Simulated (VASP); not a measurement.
Wanted: the native input for a VASP 6.6.1 run.

* Task: single point
* Functional: PBE
* Potentials or basis: VASP PAW PBE potentials, release 64 (Ru_pv, C)
* Cutoff: 520 eV
* k mesh: 6 × 6 × 4
* Occupations: gaussian, width 0.1 eV
* Spin: no spin polarisation
* Dipole correction: no
* Further INCAR settings: ALGO = Normal; EDIFF = 1e-06; NBANDS = 26

The structure of RuC5 lies in POSCAR:

```
RuC5
1.0
    4.8075565036      0.0000000000      0.0000000000
   -2.4037782518      4.1634660623      0.0000000000
    0.0000000000      0.0000000000      2.7728094261
Ru C
1 5
Direct
    0.0000000000      0.0000000000      0.0000000000
    0.5000000000      0.0000000000      0.0000000000
    0.0000000000      0.5000000000      0.0000000000
    0.5000000000      0.5000000000      0.0000000000
    0.3333333333      0.6666666667      0.0000000000
    0.6666666667      0.3333333333      0.0000000000
```

The input as run:

INCAR

```
PREC = Accurate
ENCUT = 520
EDIFF = 1E-6
ISMEAR = 0
SIGMA = 0.1
LREAL = False
LASPH = True
NELM = 60
ALGO = Normal
ISIF = 2
LWAVE = False
LCHARG = False
GGA = PE
NBANDS = 26
```

KPOINTS

```
regular mesh
0
Gamma
  6 6 4
```

Potentials or basis: VASP PAW PBE potentials, release 64 (Ru_pv, C).

Command:

```console
$ cat potpaw_PBE.64/Ru_pv/POTCAR potpaw_PBE.64/C/POTCAR > POTCAR
$ mpirun -np 1 vasp_std > vasp.out
```

Results of the run:

```
Pressure               : 0.2 GPa
Band gap on the k mesh : zero (band 17 reaches 7.43 eV, above the bottom of band 18 at 6.47 eV)
```

Caveat: the k points lie up to 0.57 Å⁻¹ apart.

Run time: 16 s on 1 thread of Intel(R) Xeon(R) 6975P-C (Granite Rapids), with other jobs on the host, peak memory 0.19 GiB.
